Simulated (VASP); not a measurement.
Runs of VASP 6.6.1 on Pd. The structure is that of space group Im-3m (No. 229), or close to it. The cells are those of the table. 

| task | level | potentials or basis | cell | cutoff (eV) | gap on the mesh (eV) | pressure (GPa) | relaxed volume (Å³/atom) |
| --- | --- | --- | --- | --- | --- | --- | --- |
| single point | LDA | VASP PAW LDA potentials, release 64 (Pd) | a = 2.646 Å, angles 109.5°, 1 atom | 520 | none | (b) | - |
| relaxation of cell and atoms | PBEsol | VASP PAW PBE potentials, release 64 (Pd) | relaxed from a = 2.723 Å, angles 109.5°, 1 atom | 600 | none | 0.0 | 14.64 |
| single point | BLYP+D3(BJ) | VASP PAW PBE potentials, release 64 (Pd) | a = 2.686 Å, angles 109.5°, 1 atom | 520 | none | 0.4 | - |
| relaxation of cell and atoms | LDA | VASP PAW LDA potentials, release 64 (Pd) | relaxed from a = 2.723 Å, angles 109.5°, 1 atom | 600 | none | 0.0 | (a) |
| relaxation of cell and atoms | BLYP+D3(BJ) | VASP PAW PBE potentials, release 64 (Pd) | relaxed from a = 2.723 Å, angles 109.5°, 1 atom | 600 | none | -0.1 | 14.95 |
| single point | PBEsol | VASP PAW PBE potentials, release 64 (Pd) | a = 2.671 Å, angles 109.5°, 1 atom | 520 | none | -0.4 | - |

Alike in all rows: no spin polarisation; k mesh 13 × 13 × 13; smearing gaussian 0.01 eV.

Estimate the missing entries.

(a) 14.27; (b) 0.2.

Caveats: the PAW data sets were made with another functional, which shifts forces and pressure a little (some runs); pairwise dispersion overbinds metals, which lowers pressure and volume (some runs).

A k mesh can miss the band edges, and the runs leave out spin-orbit coupling on Pd.

A gap of «none» marks levels without a gap at the run's occupations.
